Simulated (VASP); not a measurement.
# Fe2BS3 (Cmcm) in VASP: single point with r2SCAN

Aim: the single point of Fe2BS3 with r2SCAN.

Everything below comes from runs of VASP 6.6.1. Logs are shortened: lines on timing, memory, paths and dates and some standing lists are left out, and cuts for length are marked.

## 1. The cell of the first run

Symmetry: Cmcm, No. 63, orthorhombic system. Conventional cell: a = 7.960 Å, b = 10.168 Å, c = 4.791 Å, α = 90.00°, β = 90.00°, γ = 90.00°. Within 4.1 Å of B (site symmetry m2m) lie 12 S at 2.98 to 4.05 Å and 8 Fe at 3.55 to 3.62 Å. Within 2.7 Å of Fe (site symmetry 2) lie 4 S at 2.06 to 2.07 Å and 3 Fe at 2.40 to 2.45 Å. S (site symmetry m) has 2 Fe at 2.06 Å within 2.7 Å. S (site symmetry m2m) has 4 Fe at 2.07 Å within 2.7 Å.

## 2. Single point, r2SCAN

The input, POSCAR:

```
Fe2BS3
1.0
    3.9801350000      5.0837520000      0.0000000000
    3.9801350000     -5.0837520000      0.0000000000
    0.0000000000      0.0000000000     -4.7905720000
B Fe S
2 4 6
Direct
    0.6859000000      0.3141000000      0.7500000000
    0.3141000000      0.6859000000      0.2500000000
    0.8464000000      0.8464000000      0.0000000000
    0.1536000000      0.1536000000      0.5000000000
    0.1536000000      0.1536000000      0.0000000000
    0.8464000000      0.8464000000      0.5000000000
    0.5842000000      0.8306000000      0.7500000000
    0.4158000000      0.1694000000      0.2500000000
    0.8306000000      0.5842000000      0.2500000000
    0.1694000000      0.4158000000      0.7500000000
    0.1147000000      0.8853000000      0.7500000000
    0.8853000000      0.1147000000      0.2500000000
```

The input, INCAR.step1:

```
SYSTEM = Fe2BS3
ALGO = Normal ; EDIFF = 1E-4
ENCUT = 520 ; GGA = PE
ISMEAR = 1 ; LASPH = .TRUE.
LCHARG = .FALSE. ; LREAL = .FALSE.
LWAVE = .TRUE. ; NBANDS = 49
NELM = 100 ; PREC = Accurate
SIGMA = 0.2117
```

The input, INCAR.step2:

```
SYSTEM = Fe2BS3
ALGO = Normal ; EDIFF = 1E-6
ENCUT = 520 ; ISIF = 2
ISMEAR = 1 ; ISTART = 1
LASPH = .TRUE. ; LCHARG = .FALSE.
LMIXTAU = .TRUE. ; LREAL = .FALSE.
LWAVE = .FALSE. ; METAGGA = R2SCAN
NBANDS = 49 ; NELM = 100
PREC = Accurate ; SIGMA = 0.2117
```

The input, KPOINTS:

```
k-points
0
G
  4 4 6
  0 0 0
```

Potentials or basis: VASP PAW PBE potentials, release 64 (B, Fe, S).

The run is started by

```bash
$ cat potpaw_PBE.64/B/POTCAR potpaw_PBE.64/Fe/POTCAR potpaw_PBE.64/S/POTCAR > POTCAR
$ cp INCAR.step1 INCAR
$ mpirun -np 1 vasp_std > vasp.out
$ cp INCAR.step2 INCAR
$ mpirun -np 1 vasp_std > vasp.out
```

OUTCAR:

```text
SYSTEM = Fe2BS3
   EDIFF = 1E-6
   ENCUT = 520
   ISIF = 2
   ISMEAR = 1
   ISTART = 1
   LASPH = .TRUE.
   LREAL = .FALSE.
   METAGGA = R2SCAN
   NELM = 100
   PREC = Accurate

 ion  position               nearest neighbor table
   1  0.686  0.314  0.750-
   2  0.314  0.686  0.250-
   3  0.846  0.846  0.000-   7 2.06   9 2.06  11 2.07  12 2.07   6 2.40   6 2.40   5 2.45
   4  0.154  0.154  0.500-   8 2.06  10 2.06  11 2.07  12 2.07   5 2.40   5 2.40   6 2.45
   5  0.154  0.154  0.000-   8 2.06  10 2.06  11 2.07  12 2.07   4 2.40   4 2.40   3 2.45
   6  0.846  0.846  0.500-   7 2.06   9 2.06  11 2.07  12 2.07   3 2.40   3 2.40   4 2.45
   7  0.584  0.831  0.750-   3 2.06   6 2.06
   8  0.416  0.169  0.250-   4 2.06   5 2.06
   9  0.831  0.584  0.250-   3 2.06   6 2.06
  10  0.169  0.416  0.750-   4 2.06   5 2.06
  11  0.115  0.885  0.750-   3 2.07   4 2.07   5 2.07   6 2.07
  12  0.885  0.115  0.250-   3 2.07   4 2.07   5 2.07   6 2.07

  LATTYP: Found a base centered orthorhombic cell.
 ALAT       =     7.9602700000
 B/A-ratio  =     1.2772812982
 C/A-ratio  =     0.6018102401

  Lattice vectors:

 A1 = (   3.9801350000,   5.0837520000,   0.0000000000)
 A2 = (   3.9801350000,  -5.0837520000,   0.0000000000)
 A3 = (   0.0000000000,   0.0000000000,  -4.7905720000)

Analysis of symmetry for initial positions (statically):
=====================================================================
 Subroutine PRICEL returns:
 Original cell was already a primitive cell.

 Routine SETGRP: Setting up the symmetry group for a
 base centered orthorhombic supercell.

 Subroutine GETGRP returns: Found  8 space group operations
 (whereof  4 operations were pure point group operations)
 out of a pool of  8 trial point group operations.

The static configuration has the point symmetry C_2h.
 The point group associated with its full space group is D_2h.

Analysis of symmetry for dynamics (positions and initial velocities):
=====================================================================
 Subroutine PRICEL returns:
 Original cell was already a primitive cell.

 Routine SETGRP: Setting up the symmetry group for a
 base centered orthorhombic supercell.

 Subroutine GETGRP returns: Found  8 space group operations
 (whereof  4 operations were pure point group operations)
 out of a pool of  8 trial point group operations.

The dynamic configuration has the point symmetry C_2h.
 The point group associated with its full space group is D_2h.

 Subroutine INISYM returns: Found  8 space group operations
 (whereof  4 operations are pure point group operations),
[... 130 lines left out ...]
   EFERMI =   0.00;   METHOD = LEGACY
   ISMEAR =     1;   SIGMA  =   0.21  broadening in eV -4-tet -1-fermi 0-gaus
   EFERMI_NEDOS =   21; number of points for ismear=-14 and -15
   IALGO  =     38    algorithm
   IMIX   =      4    mixing-type and parameters
     AMIX     =   0.40;   BMIX     =  1.00
     AMIX_MAG =   1.60;   BMIX_MAG =  1.00
  volume/ion in A,a.u.               =      16.16       109.02
  Fermi-wavevector in a.u.,A,eV,Ry     =   1.187551  2.244146 19.187985  1.410277
  Thomas-Fermi vector in A             =   2.323700
   LORBIT       =      0    0 simple, 1 ext, 2 COOP (PROOUT), +10 PAW based schemes
   METAGGA = R2SCAN    functional components
   LHFCALC =     F    Hartree Fock is set to
   AEXX    =    0.0000 exact exchange contribution
   IVDW    =     0    specifies the selected vdW correction
   LEPSILON=     F    determine dielectric tensor
   LRPA    =     F    only Hartree local field effects (RPA)
 non-spin polarized calculation
 Methfessel and Paxton  Order N= 1 SIGMA  =   0.21
  energy-cutoff  :      520.00
  volume of cell :      193.87
 maximum number of plane-waves:      5246
   NGX = 25   NGY = 25   NGZ = 17

 number of electron      74.0000032 magnetization

 Free energy of the ion-electron system (eV)
  ---------------------------------------------------
  ext. energy  EPLUGINS =         0.00000000
  ---------------------------------------------------
  free energy    TOTEN  =      -111.93211778 eV

  energy without entropy =     -111.93207508  energy(sigma->0) =     -111.93210355

 E-fermi :   4.8133     XC(G=0): -10.9080

 val. band max:        4.8114497679   @ k =   0.2500   0.0000   0.3333
 cond. band min:       4.8326087494   @ k =   0.5000   0.0000   0.3333
 fundamental gap:      0.0211589815
 Fermi energy:         4.8133461023

 k-point     1 :       0.0000    0.0000    0.0000
  band No.  band energies     occupation
      1     -11.4656      2.00000
      2     -10.2203      2.00000
      3      -9.2734      2.00000
      4      -9.2175      2.00000
      5      -8.8754      2.00000
      6      -8.7837      2.00000
[... 1237 lines left out ...]
     48       7.0896     -0.00000
     49       7.3992     -0.00000

 [... further k-points ...]

------------------------ aborting loop because EDIFF is reached ----------------------------------------

  FORCE on cell =-STRESS in cart. coord.  units (eV):
  Direction    XX          YY          ZZ          XY          YZ          ZX
  --------------------------------------------------------------------------------------
  -------------------------------------------------------------------------------------
  Total        8.2043123      9.0665771     18.2249361      0.0000000      0.0000000      0.0000000
  in kB       67.8036757     74.9297724    150.6180671      0.0000000      0.0000000      0.0000000
  external PRESSURE =      97.7838384 kB  Pullay stress =       0.0000000 kB

 VOLUME and BASIS-vectors are now :
 -----------------------------------------------------------------------------
  energy-cutoff  :      520.00
  volume of cell :      193.87
      direct lattice vectors                 reciprocal lattice vectors
     3.980135000  5.083752000  0.000000000     0.125623880  0.098352555  0.000000000
     3.980135000 -5.083752000  0.000000000     0.125623880 -0.098352555  0.000000000
     0.000000000  0.000000000 -4.790572000     0.000000000  0.000000000 -0.208743340

 POSITION                                       TOTAL-FORCE (eV/Angst)
 -----------------------------------------------------------------------------------
      3.98014      1.89014     -3.59293        -0.000000      0.022640     -0.000000
      3.98014     -1.89014     -1.19764        -0.000000     -0.022640     -0.000000
      6.73757      0.00000      0.00000        -0.710994      0.000000      0.000000
      1.22270      0.00000     -2.39529         0.710994      0.000000      0.000000
      1.22270      0.00000      0.00000         0.710994      0.000000     -0.000000
      6.73757      0.00000     -2.39529        -0.710994      0.000000     -0.000000
      5.63109     -1.25264     -3.59293        -0.624861     -0.658010      0.000000
      2.32918      1.25264     -1.19764         0.624861      0.658010     -0.000000
      5.63109      1.25264     -1.19764        -0.624861      0.658010     -0.000000
      2.32918     -1.25264     -3.59293         0.624861     -0.658010      0.000000
      3.98014     -3.91754     -3.59293        -0.000000      1.957356      0.000000
      3.98014      3.91754     -1.19764        -0.000000     -1.957356     -0.000000
 -----------------------------------------------------------------------------------
    total drift:                                0.000000     -0.000000      0.000000

  FREE ENERGIE OF THE ION-ELECTRON SYSTEM (eV)
  ---------------------------------------------------
  free  energy   TOTEN  =      -111.9321177790 eV

  energy  without entropy=     -111.9320750773  energy(sigma->0) =     -111.93210355
```

OSZICAR.step1:

```text
N       E                     dE             d eps       ncg     rms          rms(c)
DAV:   1     0.675300881763E+03    0.67530E+03   -0.30793E+04  2744   0.150E+03
DAV:   2     0.303013083693E+02   -0.64500E+03   -0.62221E+03  2746   0.372E+02
DAV:   3    -0.635739333941E+02   -0.93875E+02   -0.87870E+02  3726   0.153E+02
DAV:   4    -0.706232901552E+02   -0.70494E+01   -0.69219E+01  3770   0.448E+01
DAV:   5    -0.709413563722E+02   -0.31807E+00   -0.31684E+00  4279   0.860E+00    0.404E+01
DAV:   6    -0.775571532728E+02   -0.66158E+01   -0.10778E+02  4267   0.117E+02    0.396E+01
DAV:   7    -0.643391136477E+02    0.13218E+02   -0.73726E+01  4648   0.124E+02    0.157E+01
DAV:   8    -0.645948041812E+02   -0.25569E+00   -0.13034E+01  4165   0.182E+01    0.649E+00
DAV:   9    -0.642430548790E+02    0.35175E+00   -0.11036E+00  4304   0.860E+00    0.197E+00
DAV:  10    -0.642297900340E+02    0.13265E-01   -0.16742E-01  4328   0.235E+00    0.100E+00
DAV:  11    -0.642291748283E+02    0.61521E-03   -0.12857E-02  4360   0.978E-01    0.368E-01
DAV:  12    -0.642291593820E+02    0.15446E-04   -0.27878E-03  4208   0.535E-01    0.171E-01
DAV:  13    -0.642291299239E+02    0.29458E-04   -0.41878E-04  3056   0.109E-01
   1 F= -.64229130E+02 E0= -.64231096E+02  d E =0.589846E-02
```

Wall time 27 min (1 thread of Oxide Virtual Turin-like, shared host); peak memory 0.41 GiB.

What came out:

| Property | Result |
| --- | --- |
| Free energy | -111.9321 eV |
| Pressure | 9.8 GPa |
| Largest force | 1.957 eV/Å |
| Band gap on the k mesh | zero (bands 37 and 38 overlap by 0.43 eV) |

Forces in eV/Å, atoms in the order of the input:
```
B    0.000  0.023  0.000
B    0.000 -0.023  0.000
Fe  -0.711  0.000  0.000
Fe   0.711  0.000  0.000
Fe   0.711  0.000  0.000
Fe  -0.711  0.000  0.000
S   -0.625 -0.658  0.000
S    0.625  0.658  0.000
S   -0.625  0.658  0.000
S    0.625 -0.658  0.000
S    0.000  1.957  0.000
S    0.000 -1.957  0.000
```

Caveat: the cell stands under pressure; the PAW data sets were made with another functional, which shifts forces and pressure a little; the run has no spin polarisation, though such a crystal can be magnetic. With open d or f shells a metallic result of r2SCAN can be an artefact of self-interaction; +U or a hybrid may open a gap.
